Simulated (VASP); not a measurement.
InSb:

```
In Sb
1.0
     0.00000    3.31909    3.31909
     3.31909    0.00000    3.31909
     3.31909    3.31909    0.00000
In Sb
1 1
Direct
  0.00000 0.00000 0.00000
  0.25000 0.25000 0.25000
```

```yaml
Program: VASP 6.6.1
Task: relaxation of cell and atoms
Functional: LDA
Potentials_or_basis: VASP PAW LDA potentials, release 64 (In_d, Sb)
Cutoff: 600 eV
k_mesh: 6 × 6 × 6
Occupations: fermi-dirac, width 0.02 eV
Spin: no spin polarisation
```

At the start: pressure -3.2 GPa; volume 36.56 Å³/atom.

Question: Where does the relaxation end?

Answer: Over 3 steps the energy falls by 30.7 meV/atom and the volume is 33.67 Å³/atom (-7.9 %); space group F-43m (No. 216, to 0.1 Å) before and after.

Step by step:
```csv
step,energy change (eV),largest force (eV/Å),pressure (GPa),volume (Å³)
1,0.0000,0.0000,-3.15,73.13
2,-0.0559,0.0000,1.18,65.77
3,-0.0615,0.0000,0.00,67.35
```

Final structure:
```yaml
crystal:
  lattice:
    - [0.00000, 3.22925, 3.22925]
    - [3.22925, 0.00000, 3.22925]
    - [3.22925, 3.22925, 0.00000]
  atoms:
    - { symbol: In, position: [0.00000, 0.00000, 0.00000] }
    - { symbol: Sb, position: [0.25000, 0.25000, 0.25000] }
```
